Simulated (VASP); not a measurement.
Input of a VASP 6.6.1 run:

File INCAR:

```
  PREC = Accurate
  ENCUT = 520
  EDIFF = 1E-7
  ISMEAR = -1
  SIGMA = 0.1
  LREAL = False
  LASPH = True
  NELM = 100
  ALGO = Normal
  ISIF = 2
  LWAVE = False
  LCHARG = False
  GGA = PE
  NBANDS = 43
```

KPOINTS

```
regular mesh
0
Gamma
  4 4 2
```

Contents of POSCAR:

```
SrScS2
1.0
    3.9671892456      0.0000000000      0.0000000000
    0.0000000000      4.9991336018      0.0000000000
    0.0000000000      0.0000000000      9.5015741526
Sr Sc S
2 2 4
Direct
    0.2500000000      0.7500000000      0.3414635871
    0.7500000000      0.2500000000      0.6585364129
    0.7500000000      0.2500000000      0.0779538694
    0.2500000000      0.7500000000      0.9220461306
    0.7500000000      0.7500000000      0.0934291988
    0.2500000000      0.2500000000      0.9065708012
    0.7500000000      0.2500000000      0.3504734794
    0.2500000000      0.7500000000      0.6495265206
```

Potentials or basis: VASP PAW PBE potentials, release 64 (Sr_sv, Sc_sv, S).

Launch:

```console
$ cat potpaw_PBE.64/Sr_sv/POTCAR potpaw_PBE.64/Sc_sv/POTCAR potpaw_PBE.64/S/POTCAR > POTCAR
$ mpirun -np 1 vasp_std > vasp.out
```

Task: What does it give for the band gap on the k mesh?

Result: Zero (band 33 reaches 5.64 eV, above the bottom of band 34 at 4.46 eV).

Task: Predict the largest force.

Result: 0.011 eV/Å.

Task: What does it give for the pressure?

Result: 0.2 GPa.

Forces on the atoms (eV/Å):
```
Sr   0.000  0.000 -0.002
Sr   0.000  0.000  0.002
Sc   0.000  0.000  0.002
Sc   0.000  0.000 -0.002
S    0.000  0.000  0.011
S    0.000  0.000 -0.011
S    0.000  0.000  0.001
S    0.000  0.000 -0.001
```

Caveat: the k points lie up to 0.40 Å⁻¹ apart.
